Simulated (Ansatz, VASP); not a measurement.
CdHg2Se3: VASP beside Ansatz

INCAR

```
SYSTEM = CdHg2Se3
PREC = Accurate
ENCUT = 500
EDIFF = 1E-6
ISMEAR = 0
SIGMA = 0.1
LREAL = .False.
LASPH = .True.
NELM = 120
ALGO = Normal
ISIF = 2
LWAVE = .False.
LCHARG = .False.
GGA = PE
NBANDS = 66
GGA_COMPAT = .False.
```

Contents of KPOINTS:

```
regular mesh
0
Gamma
  6 6 1
  0 0 0
```

File POSCAR:

```
CdHg2Se3
1.0
    4.2508138400      0.0000000000      0.0000000000
   -2.1254069200      3.6813127700      0.0000000000
    0.0000000000      0.0000000000     20.8121271100
Cd Hg Se
2 4 6
Direct
    0.6666666700      0.3333333300      0.6666666700
    0.3333333300      0.6666666700      0.1666666700
    0.6666666700      0.3333333300      0.0000000000
    0.6666666700      0.3333333300      0.3333333300
    0.3333333300      0.6666666700      0.5000000000
    0.3333333300      0.6666666700      0.8333333300
    0.6666666700      0.3333333300      0.1250000000
    0.6666666700      0.3333333300      0.4583333300
    0.6666666700      0.3333333300      0.7916666700
    0.3333333300      0.6666666700      0.2916666700
    0.3333333300      0.6666666700      0.6250000000
    0.3333333300      0.6666666700      0.9583333300
```

Input for Ansatz:

```yaml
crystal:
  lattice:
    - [4.25081384, 0.0, 0.0]
    - [-2.12540692, 3.68131277, 0.0]
    - [0.0, 0.0, 20.81212711]
  atoms:
    - { symbol: Cd, position: [0.66666667, 0.33333333, 0.66666667] }
    - { symbol: Cd, position: [0.33333333, 0.66666667, 0.16666667] }
    - { symbol: Hg, position: [0.66666667, 0.33333333, 0.0] }
    - { symbol: Hg, position: [0.66666667, 0.33333333, 0.33333333] }
    - { symbol: Hg, position: [0.33333333, 0.66666667, 0.5] }
    - { symbol: Hg, position: [0.33333333, 0.66666667, 0.83333333] }
    - { symbol: Se, position: [0.66666667, 0.33333333, 0.125] }
    - { symbol: Se, position: [0.66666667, 0.33333333, 0.45833333] }
    - { symbol: Se, position: [0.66666667, 0.33333333, 0.79166667] }
    - { symbol: Se, position: [0.33333333, 0.66666667, 0.29166667] }
    - { symbol: Se, position: [0.33333333, 0.66666667, 0.625] }
    - { symbol: Se, position: [0.33333333, 0.66666667, 0.95833333] }
basis:
  ecutwfc: 420
kpoints:
  mp_grid: { grid: [6, 6, 1] }
hamiltonian:
  xc: pbe
scf:
  occupations: { method: gaussian, width: 0.1 }
  lower_state_search: "off"
output:
  forces: true
  stress: true
  eigenvalues: true
```

Alike in both runs: task single point; functional PBE; k mesh 6 × 6 × 1; occupations gaussian, width 0.1 eV; no spin polarisation.

```csv
,VASP,Ansatz
version,VASP 6.6.1,Ansatz 0.2.0
potentials or method,"VASP PAW PBE potentials, release 64 (Cd, Hg, Se), cutoff 500 eV","scalar-relativistic, plane waves, PAW"
valence electrons in the cell,108,216
```

```csv
,VASP,Ansatz,Ansatz less VASP
gap on the k mesh at the Fermi level (eV),none,none,-
pressure (GPa),6.8,6.5,-0.37
"traceless stress, the component that is largest in VASP (GPa)",0.25,0.24,-0.009
rms of the force components (eV/Å),0.060,0.059,-0.0010
```

Atom by atom the forces differ by 0.001 eV/Å (rms over components). A gap of «none» marks a metal or a gap that the smearing closes. VASP's potentials hold 108 valence electrons a cell and Ansatz's 216, so a difference there can come from the potentials and not from the codes.

Spin-orbit coupling is off throughout.
